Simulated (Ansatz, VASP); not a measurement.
Given: the input of a run of Ansatz 0.2.0 on Al.

input.yaml

```yaml
crystal:
  lattice:
    - [-1.571861, 1.632401, 1.646509]
    - [1.529553, -1.615671, 1.58747]
    - [1.555313, 1.599123, -1.629779]
  atoms:
    - { symbol: Al, position: [0.055433, 0.009412, 0.068169] }
hamiltonian:
  xc: r2scan
  pseudopotentials: { kind: paw, partial_waves: polarizable }
  dispersion: d3bj
kpoints:
  mp_grid: { grid: [9, 9, 9] }
scf:
  occupations: { method: fermi_dirac, width: 0.05 }
output:
  forces: true
  stress: true
relax:
  f_tol: 0.01
  max_steps: 40
  cell: { stress_tol: 0.05 }
```

Potentials or basis: Ansatz PAW polarizable.

Launch:

```sh
$ ansatz run input.yaml --threads 1 --pin off --max-ram 2560MiB --backend cpu --events-out ev --progress --plain --runs-dir out
```

Task: Translate it to VASP 6.6.1. Potentials there: VASP PAW PBE potentials, release 64 (Al).

Result: As run (the cutoff follows the program's own potentials):

The input POSCAR:

```
Al
1.0
   -1.5718610000      1.6324010000      1.6465090000
    1.5295530000     -1.6156710000      1.5874700000
    1.5553130000      1.5991230000     -1.6297790000
Al
1
Direct
    0.0554330000      0.0094120000      0.0681690000
```

File INCAR.step1:

```
SYSTEM = Al
PREC = Accurate
ENCUT = 600
ISMEAR = -1
SIGMA = 0.05
LREAL = .FALSE.
LASPH = .TRUE.
NELM = 100
GGA = PE
ALGO = Normal
EDIFF = 1E-4
LWAVE = .TRUE.
LCHARG = .FALSE.
```

Contents of INCAR.step2:

```
SYSTEM = Al
PREC = Accurate
ENCUT = 600
EDIFF = 1E-6
ISMEAR = -1
SIGMA = 0.05
LREAL = .FALSE.
LASPH = .TRUE.
NELM = 100
ALGO = Normal
ISIF = 3
LWAVE = .FALSE.
LCHARG = .FALSE.
METAGGA = R2SCAN
LMIXTAU = .TRUE.
IVDW = 12
VDW_S6 = 1.0
VDW_S8 = 0.78981345
VDW_A1 = 0.49484001
VDW_A2 = 5.73083694
IBRION = 2
NSW = 60
EDIFFG = -0.01
ISTART = 1
```

The input KPOINTS:

```
Automatic mesh
0
G
  9 9 9
  0 0 0
```

Potentials or basis: VASP PAW PBE potentials, release 64 (Al).

The run is started by

```bash
$ cat potpaw_PBE.64/Al/POTCAR > POTCAR
$ cp INCAR.step1 INCAR
$ mpirun -np 1 vasp_std > vasp.out
$ cp INCAR.step2 INCAR
$ mpirun -np 1 vasp_std > vasp.out
```

Both were run:

|  | VASP | Ansatz | Ansatz less VASP |
| --- | --- | --- | --- |
| relaxed volume (Å³/atom) | 15.67 | 15.67 | -0.001 |
| relaxed cell length with the largest relative difference (Å) | 2.866 | 2.800 | -0.0655 |

VASP's potentials were made for PBE, not for r2SCAN.

Noted on Ansatz's run: the plane-wave basis is chosen anew once the cell has moved, so the energies of steps on either side of that aren't comparable.
